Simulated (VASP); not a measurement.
# HC64 (a cell with a defect) in VASP: single point with PBEsol

Aim: the single point of HC64 (a cell with a defect) with PBEsol.

Program: VASP 6.6.1. These are calculated values, not measurements. Logs are shortened: lines on timing, memory, paths and dates and some standing lists are left out, and cuts for length are marked.

### 1 The cell of the first run

The cell holds a defect, 65 atoms: a = 7.108 Å, b = 7.108 Å, c = 7.108 Å, α = 90.00°, β = 90.00°, γ = 90.00°.

### 2 Single point, PBEsol, collinear spin

INCAR

```
SYSTEM = HC64
PREC     = Accurate       ! precision mode
ENCUT    = 520            ! plane-wave cutoff, eV
EDIFF    = 1E-6           ! SCF threshold, eV
ISMEAR   = -1             ! smearing method
SIGMA    = 0.05           ! smearing width, eV
LREAL    = Auto         
LASPH    = .TRUE.         ! aspherical terms in the spheres
NELM     = 200            ! most SCF steps
ALGO     = Normal         ! electronic algorithm
ISIF     = 2              ! what is computed and relaxed
LWAVE    = .FALSE.        ! write WAVECAR
LCHARG   = .TRUE.         ! write CHGCAR
ISPIN    = 2              ! spin polarisation
MAGMOM   = 0 0 0 0 0 0 0 0.091 0 0 0 0 0 0 0 0 0 0.091 0 0 0 0 0 0 0.091 0.091 0 0 0 0 0 0 0 0 0.091 0 0 0 0 0 0.091 0 0.091 0 0 0 0 0 0 0 0 0 0.091 0 0 0 0.091 0 0 0 0.091 0 0 0 0.091 ! initial moments
LORBIT   = 11             ! projections on sites
GGA      = PS             ! functional
LELF     = .TRUE.         ! ELF
LVHAR    = .TRUE.       
NBANDS   = 170            ! bands
ISYM     = -1           
GGA_COMPAT= .FALSE.
```

KPOINTS

```
explicit points
1
Reciprocal
  0.25000000   0.25000000   0.25000000 1
```

POSCAR

```
HC64
1.0
    7.1076060000      0.0000000000      0.0000000000
    0.0000000000      7.1076060000      0.0000000000
    0.0000000000      0.0000000000      7.1076060000
C H
64 1
Direct
    0.9997090000      0.0001710000      0.0002410000
    0.9994290000      0.9998990000      0.5002990000
    0.9994460000      0.5002120000      0.9999740000
    0.9984790000      0.5004190000      0.5005040000
    0.4997860000      0.9998930000      0.9999690000
    0.4999360000      0.9990020000      0.5005450000
    0.4999540000      0.5004290000      0.9990850000
    0.5002620000      0.5007060000      0.5008120000
    0.1249940000      0.1254410000      0.1255340000
    0.1236790000      0.1240670000      0.6272140000
    0.1236650000      0.6271100000      0.1241810000
    0.1247690000      0.6253870000      0.6254900000
    0.6266370000      0.1240900000      0.1241990000
    0.6249430000      0.1252090000      0.6254790000
    0.6249240000      0.6253660000      0.1253080000
    0.6259300000      0.6263340000      0.6264540000
    0.2494740000      0.2499210000      0.9994800000
    0.2491720000      0.2496110000      0.5009210000
    0.2494490000      0.7504460000      0.0000150000
    0.2492730000      0.7511040000      0.5003600000
    0.7499580000      0.2498860000      0.9999950000
    0.7506050000      0.2497310000      0.5003610000
    0.7496810000      0.7501200000      0.0001330000
    0.7498480000      0.7503420000      0.5001640000
    0.3750960000      0.3755230000      0.1216950000
    0.3747630000      0.3751980000      0.6294700000
    0.3749630000      0.8754440000      0.1250190000
    0.3748900000      0.8753390000      0.6258600000
    0.8749710000      0.3753930000      0.1250360000
    0.8749050000      0.3752930000      0.6258460000
    0.8749450000      0.8753580000      0.1255400000
    0.8748740000      0.8752940000      0.6252840000
    0.2494380000      0.9994120000      0.2500020000
    0.2494670000      0.9999150000      0.7505160000
    0.2491600000      0.5008410000      0.2497200000
    0.2493000000      0.5002640000      0.7511760000
    0.7499580000      0.9999070000      0.2499890000
    0.7496980000      0.0000510000      0.7502090000
    0.7505750000      0.5002690000      0.2498380000
    0.7498910000      0.5000430000      0.7504100000
    0.3750980000      0.1216250000      0.3756270000
    0.3749870000      0.1249330000      0.8755380000
    0.3747550000      0.6293760000      0.3753220000
    0.3748940000      0.6257610000      0.8754420000
    0.8749670000      0.1249140000      0.3754930000
    0.8749570000      0.1254260000      0.8754670000
    0.8748560000      0.6257460000      0.3754240000
    0.8749070000      0.6251850000      0.8753880000
    0.9988850000      0.2499170000      0.2499970000
    0.9995060000      0.2498980000      0.7505180000
    0.9994510000      0.7504250000      0.2499970000
    0.9996240000      0.7501180000      0.7502060000
    0.5004490000      0.2495440000      0.2496570000
    0.4998170000      0.2497290000      0.7511940000
    0.4997850000      0.7511130000      0.2498370000
    0.4996200000      0.7503080000      0.7504080000
    0.1210310000      0.3755190000      0.3756490000
    0.1245000000      0.3753880000      0.8755400000
    0.1244750000      0.8754540000      0.3755030000
    0.1250460000      0.8753800000      0.8754530000
    0.6287820000      0.3751630000      0.3752830000
    0.6253330000      0.3752940000      0.8754330000
    0.6252760000      0.8753450000      0.3754000000
    0.6248110000      0.8753080000      0.8753980000
    0.3732410000      0.3746600000      0.3745800000
```

Potentials or basis: VASP PAW PBE potentials, release 64 (C, H).

Launch:

```bash
cat potpaw_PBE.64/C/POTCAR potpaw_PBE.64/H/POTCAR > POTCAR
mpirun -np 1 vasp_std > vasp.out
```

OUTCAR:

```text
SYSTEM = HC64
   PREC = Accurate
   ENCUT = 520
   EDIFF = 1E-6
   ISMEAR = -1
   LREAL = Auto
   LASPH = .TRUE.
   NELM = 200
   ISIF = 2
   ISPIN = 2
   LORBIT = 11
   GGA = PS
   ISYM = -1

 ion  position               nearest neighbor table
   1  1.000  0.000  0.000-  46 1.54  31 1.54  60 1.54   9 1.54
   2  0.999  1.000  0.500-  32 1.54  45 1.54  59 1.54  10 1.54
   3  0.999  0.500  1.000-  48 1.54  58 1.54  29 1.54  11 1.54
   4  0.998  0.500  0.501-  57 1.53  47 1.53  30 1.53  12 1.54
   5  0.500  1.000  1.000-  64 1.54  42 1.54  27 1.54  13 1.54
   6  0.500  0.999  0.501-  41 1.53  28 1.53  63 1.54  14 1.54
[... 56 lines left out ...]
  63  0.625  0.875  0.375-   6 1.54  24 1.54  37 1.54  55 1.54
  64  0.625  0.875  0.875-   5 1.54  23 1.54  38 1.54  56 1.54
  65  0.373  0.375  0.375-

IMPORTANT INFORMATION: All symmetrisations will be switched off!
NOSYMM: (Re-)initialisation of all symmetry stuff for point group C_1.

----------------------------------------------------------------------------------------

                                     Primitive cell

  volume of cell :     359.0625

  direct lattice vectors                    reciprocal lattice vectors
     7.107606000  0.000000000  0.000000000     0.140694349  0.000000000  0.000000000
     0.000000000  7.107606000  0.000000000     0.000000000  0.140694349  0.000000000
     0.000000000  0.000000000  7.107606000     0.000000000  0.000000000  0.140694349

  length of vectors
     7.107606000  7.107606000  7.107606000     0.140694349  0.140694349  0.140694349

  position of ions in fractional coordinates (direct lattice)
     0.999709000  0.000171000  0.000241000
     0.999429000  0.999899000  0.500299000
     0.999446000  0.500212000  0.999974000
     0.998479000  0.500419000  0.500504000
     0.499786000  0.999893000  0.999969000
     0.499936000  0.999002000  0.500545000
[... 57 lines left out ...]
     0.624811000  0.875308000  0.875398000
     0.373241000  0.374660000  0.374580000

  ion indices of the primitive-cell ions
   primitive index   ion index
                 1           1
                 2           2
                 3           3
                 4           4
                 5           5
                 6           6
[... 57 lines left out ...]
                64          64
                65          65

----------------------------------------------------------------------------------------

 KPOINTS: explicit points

Read explicit list of k-points.

 Found      1 k-points:

 Following reciprocal coordinates:
            Coordinates               Weight
  0.250000  0.250000  0.250000      1.000000
   k-points           NKPTS =      1   k-points in BZ     NKDIM =      1   number of bands    NBANDS=    170
   number of dos      NEDOS =    301   number of ions     NIONS =     65
   total plane-waves  NPLWV = 157464
   dimension x,y,z NGX =    54 NGY =   54 NGZ =   54
   dimension x,y,z NGXF=   108 NGYF=  108 NGZF=  108
   ions per type =              64   1
   NGX,Y,Z   is equivalent  to a cutoff of  12.63, 12.63, 12.63 a.u.
   NGXF,Y,Z  is equivalent  to a cutoff of  25.26, 25.26, 25.26 a.u.
 SYSTEM =  HC64
   PREC   = accura    normal or accurate (medium, high low for compatibility)
   ISTART =      0    job   : 0-new  1-cont  2-samecut
   ICHARG =      2    charge: 1-file 2-atom 10-const
   ISPIN  =      2    spin polarized calculation?
   LNONCOLLINEAR =      F non collinear calculations
   LSORBIT =      F    spin-orbit coupling
   LASPH  =      T    aspherical Exc in radial PAW
   ENCUT  =  520.0 eV  38.22 Ry    6.18 a.u.  13.22 13.22 13.22*2*pi/ulx,y,z
   NELM   =    200;   NELMIN=  2; NELMDL= -5     # of ELM steps
   EDIFF  = 0.1E-05   stopping-criterion for ELM
   LREAL  =      T    real-space projection
   EDIFFG = 0.1E-04   stopping-criterion for IOM
   NSW    =      0    number of steps for IOM
   IBRION =     -1    ionic relax: 0-MD 1-quasi-New 2-CG
   NFREE  =      0    steps in history (QN), initial steepest desc. (CG)
   ISIF   =      2    stress and relaxation
   ISYM   =     -1    0-nonsym 1-usesym 2-fastsym
   POTIM  = 0.5000    time-step for ionic-motion
   TEBEG  =    0.0;   TEEND  =   0.0 temperature during run
   PSTRESS=    0.0 pullay stress
   NELECT =     257.0000    total number of electrons
   NUPDOWN=      -1.0000    fix difference up-down
   EMIN   =  10.00;   EMAX   =-10.00  energy-range for DOS
   EFERMI =   0.00;   METHOD = LEGACY
   ISMEAR =    -1;   SIGMA  =   0.05  broadening in eV -4-tet -1-fermi 0-gaus
   EFERMI_NEDOS =   21; number of points for ismear=-14 and -15
   IALGO  =     38    algorithm
   IMIX   =      4    mixing-type and parameters
     AMIX     =   0.40;   BMIX     =  1.00
     AMIX_MAG =   1.60;   BMIX_MAG =  1.00
  volume/ion in A,a.u.               =       5.52        37.28
  Fermi-wavevector in a.u.,A,eV,Ry     =   1.464409  2.767333 29.177627  2.144495
  Thomas-Fermi vector in A             =   2.580389
   LORBIT       =     11    0 simple, 1 ext, 2 COOP (PROOUT), +10 PAW based schemes
   GGA     = PS    functional components
   LHFCALC =     F    Hartree Fock is set to
   AEXX    =    0.0000 exact exchange contribution
   IVDW    =     0    specifies the selected vdW correction
   LEPSILON=     F    determine dielectric tensor
   LRPA    =     F    only Hartree local field effects (RPA)
 spin polarized calculation
  energy-cutoff  :      520.00
  volume of cell :      359.06
 maximum number of plane-waves:      9651
 NGX is ok and might be reduce to    54
   NGX = 27   NGY = 27   NGZ = 27

 number of electron     257.0000003 magnetization       1.0000946

 Free energy of the ion-electron system (eV)
  ---------------------------------------------------
  ext. energy  EPLUGINS =         0.00000000
  ---------------------------------------------------
  free energy    TOTEN  =      -613.34375779 eV

  energy without entropy =     -613.34374517  energy(sigma->0) =     -613.34375148

 E-fermi :  12.6313     XC(G=0): -13.5129

 val. band max:       12.0560584827   @ k =   0.2500   0.2500   0.2500
 cond. band min:      13.2064600248   @ k =   0.2500   0.2500   0.2500
 fundamental gap:      1.1504015421
 Fermi energy:        12.6312594221

 spin component 1

 k-point     1 :       0.2500    0.2500    0.2500
  band No.  band energies     occupation
      1     -11.4223      1.00000
      2     -10.3722      1.00000
      3     -10.1974      1.00000
      4     -10.1970      1.00000
      5      -9.2058      1.00000
      6      -9.0619      1.00000
[... 132 lines left out ...]
    139      16.3238      0.00000
    140      16.3252      0.00000
 Fermi energy:        12.6312594221

 spin component 2

 k-point     1 :       0.2500    0.2500    0.2500
  band No.  band energies     occupation
      1     -11.3784      1.00000
      2     -10.2907      1.00000
      3     -10.1829      1.00000
      4     -10.1824      1.00000
      5      -9.1408      1.00000
      6      -9.0475      1.00000
[... 132 lines left out ...]
    139      16.3426      0.00000
    140      16.3440      0.00000
 [bands above 140 left out]

------------------------ aborting loop because EDIFF is reached ----------------------------------------

  FORCE on cell =-STRESS in cart. coord.  units (eV):
  Direction    XX          YY          ZZ          XY          YZ          ZX
  --------------------------------------------------------------------------------------
  -------------------------------------------------------------------------------------
  Total        9.9700590      9.9953216      9.9930383     -6.2006089     -6.2092606     -6.1773820
  in kB       44.4875282     44.6002526     44.5900643    -27.6678163    -27.7064212    -27.5641756
  external PRESSURE =      44.5592817 kB  Pullay stress =       0.0000000 kB

 VOLUME and BASIS-vectors are now :
 -----------------------------------------------------------------------------
  energy-cutoff  :      520.00
  volume of cell :      359.06
      direct lattice vectors                 reciprocal lattice vectors
     7.107606000  0.000000000  0.000000000     0.140694349  0.000000000  0.000000000
     0.000000000  7.107606000  0.000000000     0.000000000  0.140694349  0.000000000
     0.000000000  0.000000000  7.107606000     0.000000000  0.000000000  0.140694349

 POSITION                                       TOTAL-FORCE (eV/Angst)
 -----------------------------------------------------------------------------------
      7.10554      0.00122      0.00171         0.006996     -0.008337     -0.000572
      7.10355      7.10689      3.55593         0.008524     -0.000636     -0.001205
      7.10367      3.55531      7.10742         0.007494     -0.005608      0.004117
      7.09680      3.55678      3.55739         0.017456     -0.006148      0.001664
      3.55228      7.10685      7.10739        -0.004825     -0.008708     -0.000157
      3.55335      7.10051      3.55768         0.008478      0.008858     -0.015997
[... 57 lines left out ...]
      4.44091      6.22134      6.22198        -0.014452      0.006560      0.001884
      2.65285      2.66294      2.66237         0.007987     -0.025581     -0.018699
 -----------------------------------------------------------------------------------
    total drift:                                0.049404     -0.015351     -0.014514

  FREE ENERGIE OF THE ION-ELECTRON SYSTEM (eV)
  ---------------------------------------------------
  free  energy   TOTEN  =      -613.3437577895 eV

  energy  without entropy=     -613.3437451737  energy(sigma->0) =     -613.34375148

 total charge

# of ion       s       p       d       tot
------------------------------------------
    1        0.826   1.753   0.000   2.579
    2        0.826   1.757   0.000   2.584
    3        0.826   1.757   0.000   2.584
    4        0.827   1.759   0.000   2.586
    5        0.826   1.757   0.000   2.584
    6        0.827   1.759   0.000   2.586
[... 57 lines left out ...]
   64        0.826   1.755   0.000   2.581
   65        0.536   0.056   0.000   0.592
--------------------------------------------------
tot         53.457 112.257   0.000 165.714

 magnetization (x)

# of ion       s       p       d       tot
------------------------------------------
    1        0.001   0.000   0.000   0.001
    2        0.000   0.000   0.000   0.001
    3        0.000   0.000   0.000   0.001
    4        0.001   0.002   0.000   0.004
    5        0.000   0.000   0.000   0.001
    6        0.001   0.002   0.000   0.004
[... 57 lines left out ...]
   64        0.000   0.001   0.000   0.001
   65        0.289   0.005   0.000   0.294
--------------------------------------------------
tot          0.423   0.185   0.000   0.608
```

Wall time 2.3 min (1 thread of AMD EPYC 9R45 (Zen 5), shared host); peak memory 0.5 GiB.

Results:

- Free energy: -613.3438 eV
- Pressure: 4.5 GPa
- Largest force: 0.033 eV/Å
- Band gap on the k mesh: 1.15 eV
- Net moment: 1.00 μB per cell
- Site moments: C +0.00, -0.01, +0.01, +0.03, -0.00, +0.02 (each value once); H +0.29 μB
- Valence electrons inside the program's atomic spheres: C 2.58, 2.59, 2.55, 2.56, 2.57 (each value once); H 0.59

Forces on the atoms (eV/Å):
```
C    0.007 -0.008 -0.001
C    0.009 -0.001 -0.001
C    0.007 -0.006  0.004
C    0.017 -0.006  0.002
C   -0.005 -0.009  0.000
C    0.008  0.009 -0.016
C    0.007 -0.012  0.010
C    0.005  0.003  0.002
C    0.006  0.010  0.006
C    0.000  0.008 -0.013
C   -0.005 -0.004  0.001
C    0.003 -0.002 -0.006
C   -0.003  0.005  0.001
C   -0.001  0.005  0.003
C    0.001  0.010  0.003
C   -0.008 -0.001 -0.006
C   -0.009 -0.010  0.002
C   -0.016 -0.007  0.007
C    0.003 -0.003 -0.002
C    0.000  0.000  0.000
C    0.007 -0.002  0.006
C    0.003 -0.002 -0.004
C    0.003 -0.009  0.002
C    0.003 -0.007 -0.009
C    0.013  0.002  0.013
C    0.006  0.003 -0.006
C   -0.003  0.006  0.001
C   -0.011  0.000  0.000
C   -0.002  0.006 -0.006
C   -0.008 -0.001  0.001
C   -0.010  0.003 -0.006
C    0.000  0.006  0.004
C   -0.002 -0.004 -0.004
C    0.002  0.002  0.005
C   -0.012 -0.002 -0.007
C   -0.005 -0.002  0.006
C    0.002 -0.002  0.000
C   -0.003  0.000 -0.002
C    0.006 -0.009  0.000
C    0.001 -0.004  0.004
C    0.009  0.009  0.000
C   -0.003  0.000  0.002
C    0.001  0.000 -0.002
C   -0.012  0.000  0.000
C    0.002  0.005  0.002
C   -0.008  0.002 -0.003
C   -0.003  0.005 -0.006
C   -0.008  0.004  0.005
C    0.001 -0.013 -0.004
C    0.001 -0.006  0.002
C    0.012 -0.001  0.000
C    0.008 -0.003 -0.001
C   -0.012  0.000 -0.002
C    0.004 -0.002 -0.002
C    0.006 -0.007 -0.004
C    0.006  0.001  0.004
C    0.020  0.013  0.001
C   -0.005  0.012  0.003
C   -0.006  0.004  0.003
C   -0.023  0.004  0.007
C    0.008  0.008  0.002
C   -0.008  0.009  0.006
C    0.001  0.008  0.008
C   -0.014  0.007  0.002
H    0.008 -0.026 -0.019
```

Caveat: the PAW data sets were made with another functional, which shifts forces and pressure a little.
